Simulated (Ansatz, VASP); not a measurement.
## One calculation of EuH3NCl3, two programs

```
Eu Cl N H
1.0
    12.18000    0.00000    0.00000
     0.00000   12.18000    0.00000
     0.00000    0.00000   12.18000
Eu Cl N H
1 3 1 3
Direct
  0.53831 0.46161 0.53831
  0.63046 0.62403 0.63046
  0.37589 0.36946 0.63046
  0.63046 0.36946 0.37589
  0.41972 0.58020 0.41972
  0.36946 0.63046 0.46462
  0.46462 0.63046 0.36946
  0.36946 0.53530 0.36946
```

Alike in both runs: task single point; functional PBE; k mesh 1 × 1 × 1; occupations gaussian, width 0.01 eV; collinear spin.

```csv
,VASP,Ansatz
version,VASP 6.6.1,Ansatz 0.2.0
potentials or method,"VASP PAW PBE potentials, release 64 (Eu, Cl, N, H), cutoff 520 eV","scalar-relativistic, plane waves, PAW"
valence electrons in the cell,46,46
```

VASP gave:

* rms of the force components (eV/Å): 0.083
* net moment per atom (μB): 0.75
* size of the moment on the site where the two differ most (μB): 6.13

Problem. What did Ansatz give for the same quantities?

Solution. rms of the force components (eV/Å): 0.069; net moment per atom (μB): 0.75; size of the moment on the site where the two differ most (μB): 6.14.

Site moments also hang on the region over which each program counts them. Atom by atom the forces differ by 0.016 eV/Å (rms over components). The functional is the same, so the differences come from potentials, cutoffs and numerics. Ansatz's warnings: given moment on shells, structure snapped to symmetry, symmetry narrowed by open shell.

Neither program's run includes spin-orbit coupling.
